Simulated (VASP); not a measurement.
Here is a VASP 6.6.1 calculation.

Contents of INCAR:

```
ALGO = Normal
EDIFF = 1E-6
ENCUT = 520
GGA = PE
ISIF = 2
ISMEAR = -1
LASPH = True
LCHARG = True
LELF = True
LREAL = False
LVHAR = True
LWAVE = False
NBANDS = 21
NELM = 80
PREC = Accurate
SIGMA = 0.06122561905347299
```

KPOINTS

```
k-points
0
Gamma
  27 27 27
```

File POSCAR:

```
Pb
1.0
    0.0000000000      3.5307439842      3.5307439842
    3.5307439842      0.0000000000      3.5307439842
    3.5307439842      3.5307439842      0.0000000000
Pb
2
Direct
    0.0000000000      0.0000000000      0.0000000000
    0.2500000000      0.2500000000      0.2500000000
```

Potentials or basis: VASP PAW PBE potentials, release 64 (Pb_d).

Run with:

```bash
$ cat potpaw_PBE.64/Pb_d/POTCAR > POTCAR
$ mpirun -np 1 vasp_std > vasp.out
```

(1) Predict the band gap on the k mesh.

(2) Estimate the pressure.

## Answers

(1) zero (bands 14 and 15 overlap by 1.03 eV).

(2) -0.1 GPa.

Caveat: spin-orbit coupling is left out, which moves the levels of the heavy elements.
